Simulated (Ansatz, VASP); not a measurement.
# SiC in VASP and in Ansatz

File INCAR:

```
ALGO = Normal
EDIFF = 1E-6
ENCUT = 520
GGA = PE
ISIF = 2
ISMEAR = 0
LASPH = True
LCHARG = False
LREAL = False
LWAVE = False
NBANDS = 11
NELM = 80
PREC = Accurate
SIGMA = 0.01
```

KPOINTS

```
k-points
0
Gamma
  8 8 8
```

Contents of POSCAR:

```
SiC
1.0
    0.0000000000      2.1450769083      2.1450769083
    2.1450769083      0.0000000000      2.1450769083
    2.1450769083      2.1450769083      0.0000000000
Si C
1 1
Direct
    0.0000000000      0.0000000000      0.0000000000
    0.2500000000      0.2500000000      0.2500000000
```

Input for Ansatz:

```yaml
crystal:
  lattice:
    - [0.0, 2.1450769083, 2.1450769083]
    - [2.1450769083, 0.0, 2.1450769083]
    - [2.1450769083, 2.1450769083, 0.0]
  atoms:
    - { symbol: Si, position: [0.0, 0.0, 0.0] }
    - { symbol: C, position: [0.25, 0.25, 0.25] }
kpoints:
  mp_grid: { grid: [8, 8, 8] }
hamiltonian:
  xc: pbe
scf:
  occupations: { method: fixed }
  n_extra_bands: 4
output:
  forces: true
  stress: true
  eigenvalues: true
```

Alike in both runs: task single point; functional PBE; k mesh 8 × 8 × 8; no spin polarisation.

|  | VASP | Ansatz |
| --- | --- | --- |
| version | VASP 6.6.1 | Ansatz 0.2.0 |
| potentials or method | VASP PAW PBE potentials, release 64 (Si, C) | plane waves, PAW |
| plane-wave cutoff (eV) | 520 | 420 |
| occupations | gaussian, width 0.01 eV | fixed |
| valence electrons in the cell | 8 | 8 |

Ansatz gave:

| Item | Value |
| --- | --- |
| gap on the k mesh at the Fermi level (eV) | 1.31 |
| pressure (GPa) | 14.9 |

Q: What did VASP give for the same quantities?

A: gap on the k mesh at the Fermi level (eV): 1.31; pressure (GPa): 14.8.
